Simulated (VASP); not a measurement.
Input of a VASP 6.6.1 run:

INCAR

```
ALGO = Normal
EDIFF = 1E-6
ENCUT = 500
GGA = PS
GGA_COMPAT = F
ISIF = 2
ISMEAR = 0
LASPH = T
LCHARG = F
LREAL = F
LWAVE = F
NBANDS = 18
NELM = 120
PREC = Accurate
SIGMA = 0.1
```

The input KPOINTS:

```
k-points
0
Gamma
  6 6 6
```

Contents of POSCAR:

```
Au
1.0
    1.8074543513      1.0435342563      3.3517073933
   -1.8074543513      1.0435342563      3.3517073933
    0.0000000000     -2.0870685126      3.3517073933
Au
2
Direct
    0.2275400000      0.2275400000      0.2275400000
    0.7724600000      0.7724600000      0.7724600000
```

Potentials or basis: VASP PAW PBE potentials, release 64 (Au).

Run with:

```bash
$ cat potpaw_PBE.64/Au/POTCAR > POTCAR
$ mpirun -np 1 vasp_std > vasp.out
```

Task: What does it give for the pressure?

Result: 22.7 GPa.

Task: Estimate the largest force.

Result: 5.318 eV/Å.

Stress tensor (GPa, compression positive):
```
26.66  0.00  0.00
 0.00 26.66  0.00
 0.00  0.00 14.77
```

Caveat: the cell stands under pressure; the PAW data sets were made with another functional, which shifts forces and pressure a little.
